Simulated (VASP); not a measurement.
HfB: single point with PBE

Crystal: HfB.

```xyz
2
Lattice="0.0000 2.3100 2.3100 2.3100 0.0000 2.3100 2.3100 2.3100 0.0000" Properties=species:S:1:pos:R:3 pbc="T T T"
Hf    2.3100    2.3100    2.3100
B     0.0000    0.0000    0.0000
```

```
Program             : VASP 6.6.1
Task                : single point
Functional          : PBE
Potentials or basis : VASP PAW PBE potentials, release 64 (Hf_pv, B)
Cutoff              : 500 eV
k mesh              : 10 × 10 × 10
Occupations         : gaussian, width 0.03 eV
Spin                : no spin polarisation
```

```yaml
Pressure: 30.2 GPa
```

Levels at points of the mesh, in eV from the Fermi level:
```csv
k point,band 5,band 6,band 7,band 8,band 9,band 10
"(0.00, 0.00, 0.00)",2.23,2.23,2.23,3.97,3.97,3.97
"(0.50, 0.00, 0.00)",-4.05,-1.35,-1.35,6.57,6.57,7.62
"(0.50, 0.50, 0.00)",-1.07,-0.89,2.39,2.39,6.28,7.95
```

Run time: 5 s on 1 thread of Intel(R) Xeon(R) 6975P-C (Granite Rapids), on a shared host, peak memory 0.14 GiB.

Caveat: spin-orbit coupling is left out, which moves the levels of the heavy elements.
